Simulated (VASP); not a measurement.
# Ge (Fd-3m) in VASP: further runs

Ge is run at these levels: PBEsol; tasks: single point.

Everything below comes from runs of VASP 6.6.1. Logs are shortened: lines on timing, memory, paths and dates and some standing lists are left out, and cuts for length are marked.

**Experimental background.**

“Temperature-dependent photoluminescence in Ge: experiment and theory”, 2020, arxiv:2003.00143 reports, for a bulk crystal of Ge at 0 K: band gap 0.744 eV (indirect).

The runs below are set against these values where they give the same quantity.

### Step 1. The cell of the first run

Symmetry: Fd-3m, No. 227, cubic system. Conventional cell: a = 5.560 Å, b = 5.560 Å, c = 5.560 Å, α = 90.00°, β = 90.00°, γ = 90.00°. Ge (site symmetry -43m) has 4 Ge at 2.41 Å within 3.2 Å.

### Step 2. Single point, PBEsol (volume scaled by 0.94)

Contents of INCAR:

```
SYSTEM = Ge
ALGO     = Normal         ! electronic algorithm
EDIFF    = 1E-6           ! SCF threshold, eV
ENCUT    = 520            ! plane-wave cutoff, eV
GGA      = PS             ! functional
ISIF     = 2              ! what is computed and relaxed
ISMEAR   = 0              ! smearing method
LASPH    = .True.         ! aspherical terms in the spheres
LCHARG   = .False.        ! write CHGCAR
LREAL    = .False.        ! projectors in reciprocal space
LWAVE    = .False.        ! write WAVECAR
NBANDS   = 21             ! bands
NELM     = 100            ! most SCF steps
PREC     = Accurate       ! precision mode
SIGMA    = 0.1            ! smearing width, eV
```

Contents of KPOINTS:

```
k-points
0
Gamma
  14 14 14
  0 0 0
```

Contents of POSCAR:

```
Ge
1.0
    0.0000000000      2.7799501390      2.7799501390
    2.7799501390      0.0000000000      2.7799501390
    2.7799501390      2.7799501390      0.0000000000
Ge
2
Direct
    0.0000000000      0.0000000000      0.0000000000
    0.2500000000      0.2500000000      0.2500000000
```

Potentials or basis: VASP PAW PBE potentials, release 64 (Ge_d).

On the command line:

```
$ cat potpaw_PBE.64/Ge_d/POTCAR > POTCAR
$ mpirun -np 1 vasp_std > vasp.out
```

OUTCAR:

```text
SYSTEM = Ge
   EDIFF = 1E-6
   ENCUT = 520
   GGA = PS
   ISIF = 2
   ISMEAR = 0
   LASPH = .True.
   LREAL = .False.
   NELM = 100
   PREC = Accurate

 ion  position               nearest neighbor table
   1  0.000  0.000  0.000-   2 2.41   2 2.41   2 2.41   2 2.41
   2  0.250  0.250  0.250-   1 2.41   1 2.41   1 2.41   1 2.41

  LATTYP: Found a face centered cubic cell.
 ALAT       =     5.5599002780

  Lattice vectors:

 A1 = (   0.0000000000,   2.7799501390,   2.7799501390)
 A2 = (   2.7799501390,   0.0000000000,   2.7799501390)
 A3 = (   2.7799501390,   2.7799501390,   0.0000000000)

Analysis of symmetry for initial positions (statically):
=====================================================================
 Subroutine PRICEL returns:
 Original cell was already a primitive cell.

 Routine SETGRP: Setting up the symmetry group for a
 face centered cubic supercell.

 Subroutine GETGRP returns: Found 48 space group operations
 (whereof 24 operations were pure point group operations)
 out of a pool of 48 trial point group operations.

The static configuration has the point symmetry T_d .
 The point group associated with its full space group is O_h .

Analysis of symmetry for dynamics (positions and initial velocities):
=====================================================================
 Subroutine PRICEL returns:
 Original cell was already a primitive cell.

 Routine SETGRP: Setting up the symmetry group for a
 face centered cubic supercell.

 Subroutine GETGRP returns: Found 48 space group operations
 (whereof 24 operations were pure point group operations)
 out of a pool of 48 trial point group operations.

The dynamic configuration has the point symmetry T_d .
 The point group associated with its full space group is O_h .

 Subroutine INISYM returns: Found 48 space group operations
 (whereof 24 operations are pure point group operations),
 and found     1 'primitive' translations

----------------------------------------------------------------------------------------

                                     Primitive cell

  volume of cell :      42.9676

  direct lattice vectors                    reciprocal lattice vectors
     0.000000000  2.779950139  2.779950139    -0.179859341  0.179859341  0.179859341
     2.779950139  0.000000000  2.779950139     0.179859341 -0.179859341  0.179859341
     2.779950139  2.779950139  0.000000000     0.179859341  0.179859341 -0.179859341

  length of vectors
     3.931443189  3.931443189  3.931443189     0.311525517  0.311525517  0.311525517

  position of ions in fractional coordinates (direct lattice)
     0.000000000  0.000000000  0.000000000
     0.250000000  0.250000000  0.250000000

  ion indices of the primitive-cell ions
   primitive index   ion index
                 1           1
                 2           2

----------------------------------------------------------------------------------------

 KPOINTS: k-points

Automatic generation of k-mesh.
 Grid dimensions read from file:
 generate k-points for:   14   14   14

 Generating k-lattice:

  Cartesian coordinates                     Fractional coordinates (reciprocal lattice)
    -0.012847096  0.012847096  0.012847096     0.071428571  0.000000000  0.000000000
     0.012847096 -0.012847096  0.012847096     0.000000000  0.071428571  0.000000000
     0.012847096  0.012847096 -0.012847096     0.000000000  0.000000000  0.071428571

  Length of vectors
     0.022251823  0.022251823  0.022251823

  Shift w.r.t. Gamma in fractional coordinates (k-lattice)
     0.000000000  0.000000000  0.000000000

 Subroutine IBZKPT returns following result:
 ===========================================

 Found    104 irreducible k-points:

 Following reciprocal coordinates:
            Coordinates               Weight
  0.000000  0.000000  0.000000      1.000000
  0.071429  0.000000  0.000000      8.000000
  0.142857  0.000000  0.000000      8.000000
  0.214286  0.000000  0.000000      8.000000
  0.285714  0.000000  0.000000      8.000000
  0.357143  0.000000  0.000000      8.000000
[... 16 lines left out ...]
  0.214286  0.142857  0.000000     24.000000
  0.285714  0.142857  0.000000     24.000000
 [... further k-points ...]
   k-points           NKPTS =    104   k-points in BZ     NKDIM =    104   number of bands    NBANDS=     21
   number of dos      NEDOS =    301   number of ions     NIONS =      2
   total plane-waves  NPLWV =  27000
   dimension x,y,z NGX =    30 NGY =   30 NGZ =   30
   dimension x,y,z NGXF=    60 NGYF=   60 NGZF=   60
   ions per type =               2
   NGX,Y,Z   is equivalent  to a cutoff of  12.69, 12.69, 12.69 a.u.
   NGXF,Y,Z  is equivalent  to a cutoff of  25.37, 25.37, 25.37 a.u.
 SYSTEM =  Ge
   PREC   = accura    normal or accurate (medium, high low for compatibility)
   ISTART =      0    job   : 0-new  1-cont  2-samecut
   ICHARG =      2    charge: 1-file 2-atom 10-const
   ISPIN  =      1    spin polarized calculation?
   LNONCOLLINEAR =      F non collinear calculations
   LSORBIT =      F    spin-orbit coupling
   LASPH  =      T    aspherical Exc in radial PAW
   ENCUT  =  520.0 eV  38.22 Ry    6.18 a.u.   7.31  7.31  7.31*2*pi/ulx,y,z
   NELM   =    100;   NELMIN=  2; NELMDL= -5     # of ELM steps
   EDIFF  = 0.1E-05   stopping-criterion for ELM
   LREAL  =      F    real-space projection
   EDIFFG = 0.1E-04   stopping-criterion for IOM
   NSW    =      0    number of steps for IOM
   IBRION =     -1    ionic relax: 0-MD 1-quasi-New 2-CG
   NFREE  =      0    steps in history (QN), initial steepest desc. (CG)
   ISIF   =      2    stress and relaxation
   ISYM   =      2    0-nonsym 1-usesym 2-fastsym
   POTIM  = 0.5000    time-step for ionic-motion
   TEBEG  =    0.0;   TEEND  =   0.0 temperature during run
   PSTRESS=    0.0 pullay stress
   NELECT =      28.0000    total number of electrons
   NUPDOWN=      -1.0000    fix difference up-down
   EMIN   =  10.00;   EMAX   =-10.00  energy-range for DOS
   EFERMI =   0.00;   METHOD = LEGACY
   ISMEAR =     0;   SIGMA  =   0.10  broadening in eV -4-tet -1-fermi 0-gaus
   EFERMI_NEDOS =   21; number of points for ismear=-14 and -15
   IALGO  =     38    algorithm
   IMIX   =      4    mixing-type and parameters
     AMIX     =   0.40;   BMIX     =  1.00
     AMIX_MAG =   1.60;   BMIX_MAG =  1.00
  volume/ion in A,a.u.               =      21.48       144.98
  Fermi-wavevector in a.u.,A,eV,Ry     =   1.419321  2.682127 27.408541  2.014471
  Thomas-Fermi vector in A             =   2.540353
   LORBIT       =      0    0 simple, 1 ext, 2 COOP (PROOUT), +10 PAW based schemes
   GGA     = PS    functional components
   LHFCALC =     F    Hartree Fock is set to
   AEXX    =    0.0000 exact exchange contribution
   IVDW    =     0    specifies the selected vdW correction
   LEPSILON=     F    determine dielectric tensor
   LRPA    =     F    only Hartree local field effects (RPA)
 non-spin polarized calculation
 Gauss-broadening in eV      SIGMA  =   0.10
  energy-cutoff  :      520.00
  volume of cell :       42.97
 maximum number of plane-waves:      1185
 NGX is ok and might be reduce to    30
   NGX = 15   NGY = 15   NGZ = 15

 number of electron      28.0000006 magnetization

 Free energy of the ion-electron system (eV)
  ---------------------------------------------------
  ext. energy  EPLUGINS =         0.00000000
  ---------------------------------------------------
  free energy    TOTEN  =        -9.83633223 eV

  energy without entropy =       -9.83631030  energy(sigma->0) =       -9.83632126

 E-fermi :   5.5211     XC(G=0): -10.3798

 val. band max:        5.3854486641   @ k =   0.0000   0.0000   0.0000
 cond. band min:       5.6735121377   @ k =   0.5000   0.0000   0.0000
 fundamental gap:      0.2880634736
 Fermi energy:         5.5211012279

 k-point     1 :       0.0000    0.0000    0.0000
  band No.  band energies     occupation
      1     -19.4593      2.00000
      2     -19.4593      2.00000
      3     -19.4593      2.00000
      4     -19.4184      2.00000
      5     -19.4184      2.00000
      6     -19.1760      2.00000
[... 13 lines left out ...]
     20      15.0109      0.00000
     21      15.0109      0.00000

 k-point     2 :       0.0714    0.0000    0.0000
  band No.  band energies     occupation
      1     -19.4632      2.00000
      2     -19.4632      2.00000
      3     -19.4584      2.00000
      4     -19.4132      2.00000
      5     -19.4132      2.00000
      6     -19.1814      2.00000
[... 13 lines left out ...]
     20      14.4790      0.00000
     21      14.4790      0.00000

 k-point     3 :       0.1429    0.0000    0.0000
  band No.  band energies     occupation
      1     -19.4707      2.00000
      2     -19.4707      2.00000
      3     -19.4557      2.00000
      4     -19.4021      2.00000
      5     -19.4021      2.00000
      6     -19.1910      2.00000
[... 13 lines left out ...]
     20      13.8859      0.00000
     21      13.8859      0.00000

 k-point     4 :       0.2143    0.0000    0.0000
  band No.  band energies     occupation
      1     -19.4776      2.00000
      2     -19.4776      2.00000
      3     -19.4518      2.00000
      4     -19.3903      2.00000
      5     -19.3903      2.00000
      6     -19.2000      2.00000
[... 13 lines left out ...]
     20      13.6703      0.00000
     21      13.6703      0.00000

 k-point     5 :       0.2857    0.0000    0.0000
  band No.  band energies     occupation
      1     -19.4825      2.00000
      2     -19.4825      2.00000
      3     -19.4474      2.00000
      4     -19.3807      2.00000
      5     -19.3807      2.00000
      6     -19.2068      2.00000
[... 13 lines left out ...]
     20      13.9691      0.00000
     21      13.9691      0.00000
[... 382 lines left out ...]
     20      13.7045      0.00000
     21      14.2814      0.00000

 k-point    22 :       0.1429    0.1429    0.0000
  band No.  band energies     occupation
      1     -19.4697      2.00000
      2     -19.4675      2.00000
      3     -19.4675      2.00000
      4     -19.4048      2.00000
      5     -19.3841      2.00000
      6     -19.2230      2.00000
[... 13 lines left out ...]
     20      13.3636      0.00000
     21      15.3674      0.00000

 k-point    23 :       0.2143    0.1429    0.0000
  band No.  band energies     occupation
      1     -19.4787      2.00000
      2     -19.4724      2.00000
      3     -19.4625      2.00000
      4     -19.3960      2.00000
      5     -19.3701      2.00000
      6     -19.2382      2.00000
[... 13 lines left out ...]
     20      14.1741      0.00000
     21      15.2584      0.00000

 k-point    24 :       0.2857    0.1429    0.0000
  band No.  band energies     occupation
      1     -19.4881      2.00000
      2     -19.4780      2.00000
      3     -19.4533      2.00000
      4     -19.3853      2.00000
      5     -19.3577      2.00000
      6     -19.2496      2.00000
[... 13 lines left out ...]
     20      14.7719      0.00000
     21      15.2991      0.00000

 [... further k-points ...]

------------------------ aborting loop because EDIFF is reached ----------------------------------------

  FORCE on cell =-STRESS in cart. coord.  units (eV):
  Direction    XX          YY          ZZ          XY          YZ          ZX
  --------------------------------------------------------------------------------------
  -------------------------------------------------------------------------------------
  Total        1.2726475      1.2726475      1.2726475     -0.0000000     -0.0000000     -0.0000000
  in kB       47.4545326     47.4545326     47.4545326     -0.0000000     -0.0000000     -0.0000000
  external PRESSURE =      47.4545326 kB  Pullay stress =       0.0000000 kB

 VOLUME and BASIS-vectors are now :
 -----------------------------------------------------------------------------
  energy-cutoff  :      520.00
  volume of cell :       42.97
      direct lattice vectors                 reciprocal lattice vectors
     0.000000000  2.779950139  2.779950139    -0.179859341  0.179859341  0.179859341
     2.779950139  0.000000000  2.779950139     0.179859341 -0.179859341  0.179859341
     2.779950139  2.779950139  0.000000000     0.179859341  0.179859341 -0.179859341

 POSITION                                       TOTAL-FORCE (eV/Angst)
 -----------------------------------------------------------------------------------
      0.00000      0.00000      0.00000        -0.000000     -0.000000     -0.000000
      1.38998      1.38998      1.38998         0.000000      0.000000      0.000000
 -----------------------------------------------------------------------------------
    total drift:                                0.000000      0.000000      0.000000

  FREE ENERGIE OF THE ION-ELECTRON SYSTEM (eV)
  ---------------------------------------------------
  free  energy   TOTEN  =        -9.8363322257 eV

  energy  without entropy=       -9.8363103000  energy(sigma->0) =       -9.83632126
```

Run time: 63 s. Hardware: 1 thread of AMD EPYC 7R43 (Zen 3), shared host; peak memory 0.18 GiB.

Results:

```
Free energy            : -9.8363 eV
Pressure               : 4.7 GPa
Band gap on the k mesh : 0.29 eV, indirect (least direct gap 0.48 eV)
```

Levels at points of the mesh, in eV from the valence-band top:
| k point | band 11 | band 12 | band 13 | band 14 | band 15 | band 16 | band 17 | band 18 |
| --- | --- | --- | --- | --- | --- | --- | --- | --- |
| (0.00, 0.00, 0.00) | -13.21 | 0.00 | 0.00 | 0.00 | 0.48 | 2.55 | 2.55 | 2.55 |
| (0.50, 0.00, 0.00) | -10.98 | -7.88 | -1.49 | -1.49 | 0.29 | 3.74 | 3.74 | 6.98 |
| (0.50, 0.50, 0.00) | -9.11 | -9.11 | -3.28 | -3.28 | 0.59 | 0.59 | 9.93 | 9.93 |

Caveat: the PAW data sets were made with another functional, which shifts forces and pressure a little. A k mesh can miss the band edges.

### Step 3. Single point, PBEsol (volume scaled by 0.97)

Contents of INCAR:

```
SYSTEM = Ge
ALGO = Normal
EDIFF = 1E-6
ENCUT = 520
GGA = PS
ISIF = 2
ISMEAR = 0
LASPH = .TRUE.
LCHARG = .FALSE.
LREAL = .FALSE.
LWAVE = .FALSE.
NBANDS = 21
NELM = 60
PREC = Accurate
SIGMA = 0.1
```

Contents of KPOINTS:

```
k-points
0
G
  14 14 14
  0 0 0
```

Contents of POSCAR:

```
Ge
1.0
    0.0000000000      2.8092149226      2.8092149226
    2.8092149226      0.0000000000      2.8092149226
    2.8092149226      2.8092149226      0.0000000000
Ge
2
Direct
    0.0000000000      0.0000000000      0.0000000000
    0.2500000000      0.2500000000      0.2500000000
```

Potentials or basis: VASP PAW PBE potentials, release 64 (Ge_d).

On the command line:

```
$ cat potpaw_PBE.64/Ge_d/POTCAR > POTCAR
$ mpirun -np 1 vasp_std > vasp.out
```

It took 60 s on 1 thread of AMD EPYC 7R43 (Zen 3), shared host; peak memory 0.18 GiB.

It converged, with:

| Quantity | Value |
| --- | --- |
| Free energy | -9.8658 eV |
| Pressure | 1.8 GPa |
| Band gap on the k mesh | 0.19 eV, direct |

Levels at points of the mesh, in eV from the valence-band top:
| k point | band 10 | band 11 | band 12 | band 13 | band 14 | band 15 | band 16 | band 17 | band 18 | band 19 |
| --- | --- | --- | --- | --- | --- | --- | --- | --- | --- | --- |
| (0.00, 0.00, 0.00) | -24.52 | -12.96 | 0.00 | 0.00 | 0.00 | 0.19 | 2.54 | 2.54 | 2.54 | 6.27 |
| (0.50, 0.00, 0.00) | -24.49 | -10.81 | -7.73 | -1.44 | -1.44 | 0.19 | 3.72 | 3.72 | 6.97 | 10.57 |
| (0.50, 0.50, 0.00) | -24.47 | -8.98 | -8.98 | -3.16 | -3.16 | 0.64 | 0.64 | 9.67 | 9.67 | 11.73 |

Caveat: the PAW data sets were made with another functional, which shifts forces and pressure a little.

[end of part 1 of 2]
